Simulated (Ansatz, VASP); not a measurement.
# One calculation of TiO2, two programs

```
CELL_PARAMETERS angstrom
-1.95660 1.95660 4.70299
1.95660 -1.95660 4.70299
1.95660 1.95660 -4.70299
ATOMIC_POSITIONS crystal
Ti 0.00000 0.00000 0.00000
Ti 0.75000 0.25000 0.50000
O 0.20651 0.20651 0.00000
O 0.95651 0.45651 0.50000
O 0.54349 0.04349 0.50000
O 0.79349 0.79349 0.00000
```

Change from the starting cell: strain +0.030 along x and y, -0.030 along z, atoms carried along.

Alike in both runs: task single point; functional PBE; k mesh 10 × 10 × 10; occupations gaussian, width 0.05 eV; no spin polarisation.

|  | VASP | Ansatz |
| --- | --- | --- |
| version | VASP 6.6.1 | Ansatz 0.2.0 |
| potentials or method | VASP PAW PBE potentials, release 64 (Ti_sv, O), cutoff 520 eV | scalar-relativistic, plane waves, PAW |
| valence electrons in the cell | 48 | 48 |

|  | VASP | Ansatz | Ansatz less VASP |
| --- | --- | --- | --- |
| gap on the k mesh at the Fermi level (eV) | 2.02 | 2.04 | +0.025 |
| least direct gap on the mesh (eV) | 2.28 | 2.30 | +0.024 |
| pressure (GPa) | -3.4 | -4.0 | -0.63 |
| traceless stress, the component that is largest in VASP (GPa) | 8.58 | 8.28 | -0.292 |
| rms of the force components (eV/Å) | 0.266 | 0.248 | -0.0185 |

Atom by atom the forces differ by 0.019 eV/Å (rms over components).
